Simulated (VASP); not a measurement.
Set up this calculation in VASP 6.6.1, as the native input.

```yaml
Task: single point
Functional: BLYP
Potentials_or_basis: VASP PAW PBE potentials, release 64 (Cd, O)
Cutoff: 600 eV
k_mesh: 6 × 6 × 6
Occupations: tetrahedron
Spin: no spin polarisation
Dipole_correction: no
Further_INCAR_settings: ALGO = Normal; EDIFF = 1e-06; NBANDS = 16
```

The structure of CdO lies in POSCAR:

```
CdO
1.0
    0.0000000000      2.3609927699      2.3609927699
    2.3609927699      0.0000000000      2.3609927699
    2.3609927699      2.3609927699      0.0000000000
Cd O
1 1
Direct
    0.0000000000      0.0000000000      0.0000000000
    0.5000000000      0.5000000000      0.5000000000
```

One way to write it, as run:

INCAR

```
AGGAC = 1.0
AGGAX = 1.0
ALDAC = 0.0
ALDAX = 1.0
ALGO = Normal
EDIFF = 1E-6
ENCUT = 600
GGA = B5
GGA_COMPAT = F
ISIF = 2
ISMEAR = -4
LASPH = T
LCHARG = F
LREAL = F
LWAVE = F
NBANDS = 16
NELM = 120
PREC = Accurate
SIGMA = 0.1
```

KPOINTS

```
k-points
0
Gamma
  6 6 6
```

Potentials or basis: VASP PAW PBE potentials, release 64 (Cd, O).

Command:

```console
$ cat potpaw_PBE.64/Cd/POTCAR potpaw_PBE.64/O/POTCAR > POTCAR
$ mpirun -np 1 vasp_std > vasp.out
```

Results of the run:

The pressure is 10.7 GPa and the band gap on the k mesh is zero (band 9 reaches 2.28 eV, above the bottom of band 10 at 1.97 eV).

Caveat: the k points lie up to 0.38 Å⁻¹ apart; the PAW data sets were made with another functional, which shifts forces and pressure a little.

Run time: 11 s on 1 thread of Intel(R) Xeon(R) 6975P-C (Granite Rapids), with other jobs on the host, peak memory 0.16 GiB.
